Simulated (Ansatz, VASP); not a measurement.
## One calculation of Au, two programs

Contents of INCAR:

```
SYSTEM = Au
PREC = Accurate ; ENCUT = 520
EDIFF = 1E-7 ; ISMEAR = 0
SIGMA = 0.15 ; LREAL = .FALSE.
LASPH = .TRUE. ; NELM = 80
ALGO = Fast ; ISIF = 2
LWAVE = .FALSE. ; LCHARG = .FALSE.
GGA = PS ; NBANDS = 18
```

The input KPOINTS:

```
Automatic mesh
0
G
  18 18 10
  0 0 0
```

File POSCAR:

```
Au
1.0
    2.8999984104      0.0000000000      0.0000000000
   -1.4499992052      2.5114722944      0.0000000000
    0.0000000000      0.0000000000      4.8800000000
Au
2
Direct
    0.3134246924      0.6268493849      0.7500000000
    0.6666666667      0.3333333333      0.2500000000
```

Input for Ansatz:

```yaml
crystal:
  lattice:
    - [2.8999984104, 0.0, 0.0]
    - [-1.4499992052, 2.5114722944, 0.0]
    - [0.0, 0.0, 4.88]
  atoms:
    - { symbol: Au, position: [0.3134246924, 0.6268493849, 0.75] }
    - { symbol: Au, position: [0.6666666667, 0.3333333333, 0.25] }
basis:
  ecutwfc: 420
kpoints:
  mp_grid: { grid: [18, 18, 10] }
hamiltonian:
  xc: pbesol
scf:
  occupations: { method: gaussian, width: 0.15 }
output:
  forces: true
  stress: true
  eigenvalues: true
```

Alike in both runs: task single point; functional PBEsol; k mesh 18 × 18 × 10; occupations gaussian, width 0.15 eV; no spin polarisation.

|  | VASP | Ansatz |
| --- | --- | --- |
| version | VASP 6.6.1 | Ansatz 0.2.0 |
| potentials or method | VASP PAW PBE potentials, release 64 (Au), cutoff 520 eV | scalar-relativistic, plane waves, PAW |
| valence electrons in the cell | 22 | 38 |

|  | VASP | Ansatz | Ansatz less VASP |
| --- | --- | --- | --- |
| gap on the k mesh at the Fermi level (eV) | none | none | - |
| pressure (GPa) | -6.6 | -6.3 | +0.23 |
| traceless stress, the component that is largest in VASP (GPa) | -0.23 | -0.23 | -0.009 |
| rms of the force components (eV/Å) | 0.013 | 0.013 | -0.0002 |

VASP's potentials were made for PBE, not for PBEsol. Atom by atom the forces differ by 0.000 eV/Å (rms over components). A gap of «none» marks a metal or a gap that the smearing closes. VASP's potentials hold 22 valence electrons a cell and Ansatz's 38, so a difference there can come from the potentials and not from the codes.

Spin-orbit coupling is off throughout.
